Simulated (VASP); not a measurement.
Set up this calculation in VASP 6.6.1, as the native input.

```
Task                   : single point
Functional             : PBEsol
Potentials or basis    : VASP PAW PBE potentials, release 64 (Ga_d, N)
Cutoff                 : 520 eV
k mesh                 : 10 × 10 × 10
Occupations            : gaussian, width 0.01 eV
Spin                   : no spin polarisation
Dipole correction      : no
Further INCAR settings : ALGO = Normal; EDIFF = 1e-06; NBANDS = 16
```

The structure of GaN lies in POSCAR:

```
GaN
1.0
    0.0000000000      2.2339741476      2.2339741476
    2.2339741476      0.0000000000      2.2339741476
    2.2339741476      2.2339741476      0.0000000000
Ga N
1 1
Direct
    0.0000000000      0.0000000000      0.0000000000
    0.7500000000      0.7500000000      0.7500000000
```

This cell differs from its parent crystal: volume scaled by 0.98.

The input as run:

INCAR

```
PREC     = Accurate       # precision mode
ENCUT    = 520            # plane-wave cutoff, eV
EDIFF    = 1E-6           # SCF threshold, eV
ISMEAR   = 0              # smearing method
SIGMA    = 0.01           # smearing width, eV
LREAL    = False          # projectors in reciprocal space
LASPH    = True           # aspherical terms in the spheres
NELM     = 60             # most SCF steps
ALGO     = Normal         # electronic algorithm
ISIF     = 2              # what is computed and relaxed
LWAVE    = False          # write WAVECAR
LCHARG   = True           # write CHGCAR
GGA      = PS             # functional
LELF     = True           # ELF
LVHAR    = True         
NBANDS   = 16             # bands
```

KPOINTS

```
regular mesh
0
Gamma
  10 10 10
```

Potentials or basis: VASP PAW PBE potentials, release 64 (Ga_d, N).

The run is started by

```console
$ cat potpaw_PBE.64/Ga_d/POTCAR potpaw_PBE.64/N/POTCAR > POTCAR
$ mpirun -np 1 vasp_std > vasp.out
```

Results of the run:

```
Pressure               : 3.7 GPa
Band gap on the k mesh : 1.85 eV, direct
```

Caveat: the PAW data sets were made with another functional, which shifts forces and pressure a little.

Run time: 5.9 s on 1 thread of Intel(R) Xeon(R) 6975P-C (Granite Rapids), with other jobs on the host, peak memory 0.14 GiB.
